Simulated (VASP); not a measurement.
# PbS (Galena): single point with PBE

PbS (Galena):

```
Pb S
1.0
     0.00000    2.92567    2.92567
     2.92567    0.00000    2.92567
     2.92567    2.92567    0.00000
Pb S
1 1
Direct
  0.00000 0.00000 0.00000
  0.50000 0.50000 0.50000
```

```yaml
Program: VASP 6.6.1
Task: single point
Functional: PBE
Potentials_or_basis: VASP PAW PBE potentials, release 64 (Pb_d, S)
Cutoff: 500 eV
k_mesh: 6 × 6 × 6
Occupations: methfessel-paxton, width 0.02 eV
Spin: no spin polarisation
```

| Quantity | Value |
| --- | --- |
| Pressure | 4.9 GPa |
| Band gap on the k mesh | 0.21 eV, direct |

Levels at points of the mesh, in eV from the valence-band top:
```tsv
k point	band 6	band 7	band 8	band 9	band 10	band 11	band 12	band 13	band 14	band 15
(0.00, 0.00, 0.00)	-14.03	-6.01	-2.44	-2.44	-2.44	5.29	5.29	5.29	6.57	6.57
(0.50, 0.00, 0.00)	-12.69	-9.15	-2.01	-2.01	0.00	0.21	1.82	1.82	8.66	10.00
(0.50, 0.50, 0.00)	-12.18	-7.32	-5.61	-3.77	-3.77	3.63	5.66	5.79	5.79	11.15
```

Run time: 14 s on 1 thread of Intel(R) Xeon(R) Platinum 8259CL CPU @ 2.50GHz (Skylake/Cascade Lake), on a shared host, peak memory 0.17 GiB.

Caveat: spin-orbit coupling is left out, which moves the levels of the heavy elements. A k mesh can miss the band edges.
